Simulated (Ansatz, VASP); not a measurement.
**One calculation of Au, two programs**

```
CELL_PARAMETERS angstrom
1.41002 -2.51700 0.00000
1.41002 2.51700 0.00000
0.00000 0.00000 4.80068
ATOMIC_POSITIONS crystal
Au 0.64985 0.33335 0.25249
Au 0.35015 0.66665 0.74751
```

Change from the starting cell: all atoms moved at random, sigma 0.1 Å a component.

Alike in both runs: task single point; functional PBEsol; k mesh 14 × 14 × 8; occupations gaussian, width 0.15 eV; no spin polarisation.

```csv
,VASP,Ansatz
version,VASP 6.6.1,Ansatz 0.2.0
potentials or method,"VASP PAW PBE potentials, release 64 (Au), cutoff 520 eV","scalar-relativistic, plane waves, PAW"
valence electrons in the cell,22,38
```

VASP gave:

* gap on the k mesh at the Fermi level (eV): none
* pressure (GPa): -0.2
* traceless stress, the component that is largest in VASP (GPa): 0.28
* rms of the force components (eV/Å): 0.111

**Question.** Estimate Ansatz's values.

**Answer.** gap on the k mesh at the Fermi level (eV): none; pressure (GPa): 0.1; traceless stress, the component that is largest in VASP (GPa): 0.27; rms of the force components (eV/Å): 0.111.

VASP's potentials were made for PBE, not for PBEsol. Atom by atom the forces differ by 0.000 eV/Å (rms over components). A gap of «none» marks a metal or a gap that the smearing closes. With one functional, cell and mesh, what is left measures potentials, basis and numerics. VASP's potentials hold 22 valence electrons a cell and Ansatz's 38, so a difference there can come from the potentials and not from the codes.

Spin-orbit coupling is off throughout.
